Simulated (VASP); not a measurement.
# GaP in VASP: further runs

GaP is run at these levels: PBE; tasks: electric field gradients.

Everything below comes from runs of VASP 6.6.1. Logs are shortened: lines on timing, memory, paths and dates and some standing lists are left out, and cuts for length are marked.

**1. The cell of the first run**

Symmetry: I-4m2, No. 119, tetragonal system. The conventional cell has a = 3.854 Å, b = 3.854 Å, c = 5.287 Å, α = 90.00°, β = 90.00°, γ = 90.00°. Ga (site symmetry -4m2) has 4 P at 2.34 Å within 3.1 Å. P (site symmetry -4m2) has 4 Ga at 2.34 Å within 3.1 Å.

**2. Electric field gradients, PBE (zz strain of -3 %)**

Contents of INCAR:

```
SYSTEM = GaP
ALGO = Normal ; EDIFF = 1E-8
ENCUT = 520 ; GGA = PE
ISIF = 2 ; ISMEAR = -1
LASPH = .True. ; LCHARG = .False.
LEFG = .True. ; LREAL = .False.
LWAVE = .False. ; NBANDS = 16
NELM = 60 ; PREC = Accurate
SIGMA = 0.05
```

Contents of KPOINTS:

```
k-points
0
Gamma
  10 10 10
  0 0 0
```

Contents of POSCAR:

```
GaP
1.0
    0.0000000000      2.7252500000      2.6434925000
    2.7252500000      0.0000000000      2.6434925000
    2.7252500000      2.7252500000      0.0000000000
Ga P
1 1
Direct
    0.0000000000      0.0000000000      0.0000000000
    0.7500000000      0.7500000000      0.7500000000
```

Potentials or basis: VASP PAW PBE potentials, release 64 (Ga_d, P).

Launch:

```
$ cat potpaw_PBE.64/Ga_d/POTCAR potpaw_PBE.64/P/POTCAR > POTCAR
$ mpirun -np 1 vasp_std > vasp.out
```

OUTCAR:

```text
SYSTEM = GaP
   EDIFF = 1E-8
   ENCUT = 520
   GGA = PE
   ISIF = 2
   ISMEAR = -1
   LASPH = .True.
   LREAL = .False.
   NELM = 60
   PREC = Accurate

 ion  position               nearest neighbor table
   1  0.000  0.000  0.000-   2 2.34   2 2.34   2 2.34   2 2.34
   2  0.750  0.750  0.750-   1 2.34   1 2.34   1 2.34   1 2.34

  LATTYP: Found a body centered tetragonal cell.
 ALAT       =     3.8540855109
 C/A-ratio  =     1.3717871555

  Lattice vectors:

 A1 = (   0.0000000000,  -2.7252500000,  -2.6434925000)
 A2 = (   0.0000000000,   2.7252500000,  -2.6434925000)
 A3 = (   2.7252500000,   0.0000000000,   2.6434925000)

Analysis of symmetry for initial positions (statically):
=====================================================================
 Subroutine PRICEL returns:
 Original cell was already a primitive cell.

 Routine SETGRP: Setting up the symmetry group for a
 body centered tetragonal supercell.

 Subroutine GETGRP returns: Found  8 space group operations
 (whereof  8 operations were pure point group operations)
 out of a pool of 16 trial point group operations.

The static configuration has the point symmetry D_2d.

Analysis of symmetry for dynamics (positions and initial velocities):
=====================================================================
 Subroutine PRICEL returns:
 Original cell was already a primitive cell.

 Routine SETGRP: Setting up the symmetry group for a
 body centered tetragonal supercell.

 Subroutine GETGRP returns: Found  8 space group operations
 (whereof  8 operations were pure point group operations)
 out of a pool of 16 trial point group operations.

The dynamic configuration has the point symmetry D_2d.

 Subroutine INISYM returns: Found  8 space group operations
 (whereof  8 operations are pure point group operations),
 and found     1 'primitive' translations

----------------------------------------------------------------------------------------

                                     Primitive cell

  volume of cell :      39.2664

  direct lattice vectors                    reciprocal lattice vectors
     0.000000000  2.725250000  2.643492500    -0.183469406  0.183469406  0.189143718
     2.725250000  0.000000000  2.643492500     0.183469406 -0.183469406  0.189143718
     2.725250000  2.725250000  0.000000000     0.183469406  0.183469406 -0.189143718

  length of vectors
     3.796714390  3.796714390  3.854085511     0.321087826  0.321087826  0.321087826

  position of ions in fractional coordinates (direct lattice)
     0.000000000  0.000000000  0.000000000
     0.750000000  0.750000000  0.750000000

  ion indices of the primitive-cell ions
   primitive index   ion index
                 1           1
                 2           2

----------------------------------------------------------------------------------------

 KPOINTS: k-points

Automatic generation of k-mesh.
 Grid dimensions read from file:
 generate k-points for:   10   10   10

 Generating k-lattice:

  Cartesian coordinates                     Fractional coordinates (reciprocal lattice)
    -0.018346941  0.018346941  0.018914372     0.100000000  0.000000000  0.000000000
     0.018346941 -0.018346941  0.018914372     0.000000000  0.100000000  0.000000000
     0.018346941  0.018346941 -0.018914372     0.000000000  0.000000000  0.100000000

  Length of vectors
     0.032108783  0.032108783  0.032108783

  Shift w.r.t. Gamma in fractional coordinates (k-lattice)
     0.000000000  0.000000000  0.000000000

 Subroutine IBZKPT returns following result:
 ===========================================

 Found    102 irreducible k-points:

 Following reciprocal coordinates:
            Coordinates               Weight
  0.000000  0.000000  0.000000      1.000000
  0.100000  0.000000  0.000000      8.000000
  0.200000  0.000000  0.000000      8.000000
  0.300000  0.000000  0.000000      8.000000
  0.400000 -0.000000  0.000000      8.000000
  0.500000  0.000000  0.000000      4.000000
[... 16 lines left out ...]
  0.300000  0.300000  0.000000      2.000000
  0.400000  0.300000  0.000000      8.000000
 [... further k-points ...]
   k-points           NKPTS =    102   k-points in BZ     NKDIM =    102   number of bands    NBANDS=     16
   number of dos      NEDOS =    301   number of ions     NIONS =      2
   total plane-waves  NPLWV =  23520
   dimension x,y,z NGX =    28 NGY =   28 NGZ =   30
   dimension x,y,z NGXF=    56 NGYF=   56 NGZF=   60
   ions per type =               1   1
   NGX,Y,Z   is equivalent  to a cutoff of  12.26, 12.26, 12.94 a.u.
   NGXF,Y,Z  is equivalent  to a cutoff of  24.52, 24.52, 25.88 a.u.
 SYSTEM =  GaP
   PREC   = accura    normal or accurate (medium, high low for compatibility)
   ISTART =      0    job   : 0-new  1-cont  2-samecut
   ICHARG =      2    charge: 1-file 2-atom 10-const
   ISPIN  =      1    spin polarized calculation?
   LNONCOLLINEAR =      F non collinear calculations
   LSORBIT =      F    spin-orbit coupling
   LASPH  =      T    aspherical Exc in radial PAW
   ENCUT  =  520.0 eV  38.22 Ry    6.18 a.u.   7.06  7.06  7.17*2*pi/ulx,y,z
   NELM   =     60;   NELMIN=  2; NELMDL= -5     # of ELM steps
   EDIFF  = 0.1E-07   stopping-criterion for ELM
   LREAL  =      F    real-space projection
   EDIFFG = 0.1E-06   stopping-criterion for IOM
   NSW    =      0    number of steps for IOM
   IBRION =     -1    ionic relax: 0-MD 1-quasi-New 2-CG
   NFREE  =      0    steps in history (QN), initial steepest desc. (CG)
   ISIF   =      2    stress and relaxation
   ISYM   =      2    0-nonsym 1-usesym 2-fastsym
   POTIM  = 0.5000    time-step for ionic-motion
   TEBEG  =    0.0;   TEEND  =   0.0 temperature during run
   PSTRESS=    0.0 pullay stress
   NELECT =      18.0000    total number of electrons
   NUPDOWN=      -1.0000    fix difference up-down
   EMIN   =  10.00;   EMAX   =-10.00  energy-range for DOS
   EFERMI =   0.00;   METHOD = LEGACY
   ISMEAR =    -1;   SIGMA  =   0.05  broadening in eV -4-tet -1-fermi 0-gaus
   EFERMI_NEDOS =   21; number of points for ismear=-14 and -15
   IALGO  =     38    algorithm
   IMIX   =      4    mixing-type and parameters
     AMIX     =   0.40;   BMIX     =  1.00
     AMIX_MAG =   1.60;   BMIX_MAG =  1.00
  volume/ion in A,a.u.               =      19.63       132.49
  Fermi-wavevector in a.u.,A,eV,Ry     =   1.262289  2.385380 21.679157  1.593373
  Thomas-Fermi vector in A             =   2.395705
   LORBIT       =      0    0 simple, 1 ext, 2 COOP (PROOUT), +10 PAW based schemes
   GGA     = PE    functional components
   LHFCALC =     F    Hartree Fock is set to
   AEXX    =    0.0000 exact exchange contribution
   IVDW    =     0    specifies the selected vdW correction
   LEPSILON=     F    determine dielectric tensor
   LRPA    =     F    only Hartree local field effects (RPA)
 non-spin polarized calculation
  energy-cutoff  :      520.00
  volume of cell :       39.27
 maximum number of plane-waves:      1074
   NGX = 15   NGY = 15   NGZ = 15

 number of electron      17.9999995 magnetization

 Free energy of the ion-electron system (eV)
  ---------------------------------------------------
  ext. energy  EPLUGINS =         0.00000000
  ---------------------------------------------------
  free energy    TOTEN  =        -9.08342734 eV

  energy without entropy =       -9.08342732  energy(sigma->0) =       -9.08342733

 E-fermi :   5.6925     XC(G=0):  -9.9739

 val. band max:        5.0782886974   @ k =   0.0000   0.0000   0.0000
 cond. band min:       6.3360350285   @ k =   0.4000   0.4000   0.0000
 fundamental gap:      1.2577463312
 Fermi energy:         5.6924596630

 k-point     1 :       0.0000    0.0000    0.0000
  band No.  band energies     occupation
      1      -9.6408      2.00000
      2      -9.6408      2.00000
      3      -9.6316      2.00000
      4      -9.5311      2.00000
      5      -9.5266      2.00000
      6      -7.7553      2.00000
[... 8 lines left out ...]
     15      14.5194      0.00000
     16      15.0604      0.00000

 k-point     2 :       0.1000    0.0000    0.0000
  band No.  band energies     occupation
      1      -9.6492      2.00000
      2      -9.6374      2.00000
      3      -9.6305      2.00000
      4      -9.5313      2.00000
      5      -9.5264      2.00000
      6      -7.6196      2.00000
[... 8 lines left out ...]
     15      14.4343      0.00000
     16      14.6305      0.00000
[... 387 lines left out ...]
      5      -9.5090      2.00000
      6      -6.1862      2.00000
[... 8 lines left out ...]
     15      15.9583      0.00000
     16      19.1736      0.00000

 k-point    24 :       0.4000    0.3000    0.0000
  band No.  band energies     occupation
      1      -9.7440      2.00000
      2      -9.5863      2.00000
      3      -9.5844      2.00000
      4      -9.5619      2.00000
      5      -9.5061      2.00000
      6      -5.6317      2.00000
[... 8 lines left out ...]
     15      16.7460      0.00000
     16      19.0786      0.00000

 [... further k-points ...]
[... 5 lines left out ...]
  --------------------------------------------------------------------------------------
  -------------------------------------------------------------------------------------
  Total        1.1251217      1.1251217      1.6415135      0.0000000      0.0000000      0.0000000
  in kB       45.9080997     45.9080997     66.9783221      0.0000000      0.0000000      0.0000000
  external PRESSURE =      52.9315072 kB  Pullay stress =       0.0000000 kB

 VOLUME and BASIS-vectors are now :
 -----------------------------------------------------------------------------
  energy-cutoff  :      520.00
  volume of cell :       39.27
      direct lattice vectors                 reciprocal lattice vectors
     0.000000000  2.725250000  2.643492500    -0.183469406  0.183469406  0.189143718
     2.725250000  0.000000000  2.643492500     0.183469406 -0.183469406  0.189143718
     2.725250000  2.725250000  0.000000000     0.183469406  0.183469406 -0.189143718

 POSITION                                       TOTAL-FORCE (eV/Angst)
 -----------------------------------------------------------------------------------
      0.00000      0.00000      0.00000         0.000000      0.000000      0.000000
      4.08788      4.08788      3.96524        -0.000000     -0.000000     -0.000000
 -----------------------------------------------------------------------------------
    total drift:                                0.000001      0.000001     -0.000005

  FREE ENERGIE OF THE ION-ELECTRON SYSTEM (eV)
  ---------------------------------------------------
  free  energy   TOTEN  =        -9.0834273396 eV

  energy  without entropy=       -9.0834273227  energy(sigma->0) =       -9.08342733

 Electric field gradients (V/A^2)
---------------------------------------------------------------------
 ion       V_xx      V_yy      V_zz      V_xy      V_xz      V_yz
---------------------------------------------------------------------
   1      -2.708    -2.708     5.417    -0.005     0.002     0.002
   2       1.758     1.758    -3.516    -0.000     0.000     0.000
---------------------------------------------------------------------

 Electric field gradients after diagonalization (V/A^2)
 (convention: |V_zz| > |V_xx| > |V_yy|)
----------------------------------------------------------------------
 ion       V_xx      V_yy      V_zz     asymmetry (V_yy - V_xx)/ V_zz
----------------------------------------------------------------------
   1      -2.714    -2.703     5.417       0.002
   2       1.759     1.758    -3.516       0.000
----------------------------------------------------------------------

           NMR quadrupolar parameters

 Cq : quadrupolar parameter    Cq=e*Q*V_zz/h
 eta: asymmetry parameters     (V_yy - V_xx)/ V_zz
 Q  : nuclear electric quadrupole moment in mb (millibarn)
----------------------------------------------------------------------
 ion       Cq(MHz)       eta       Q (mb)
----------------------------------------------------------------------
   1       0.013       0.002       1.000
   2      -0.009       0.000       1.000
----------------------------------------------------------------------
```

Wall time 63 s (1 thread of Intel Xeon 6975P-C (Granite Rapids), shared host); peak memory 0.2 GiB.

Results:

* Free energy: -9.0834 eV
* Pressure: 5.3 GPa
* Band gap on the k mesh: 1.26 eV, indirect (least direct gap 1.96 eV)

Stress tensor (GPa, compression positive):
```
4.59 0.00 0.00
0.00 4.59 0.00
0.00 0.00 6.70
```

Electric field gradients, principal values (V/Å²):
| atom | least | middle | greatest (by size) |
| --- | --- | --- | --- |
| 1 Ga | -2.703 | -2.714 | 5.417 |
| 2 P | 1.758 | 1.759 | -3.516 |

Caveat: the cell differs from its parent crystal (zz strain of -3 %); without QUAD_EFG the Cq values of the log hold for a quadrupole moment of 1 mb, not for the nuclei.

(Continued in part 2 of 3.)
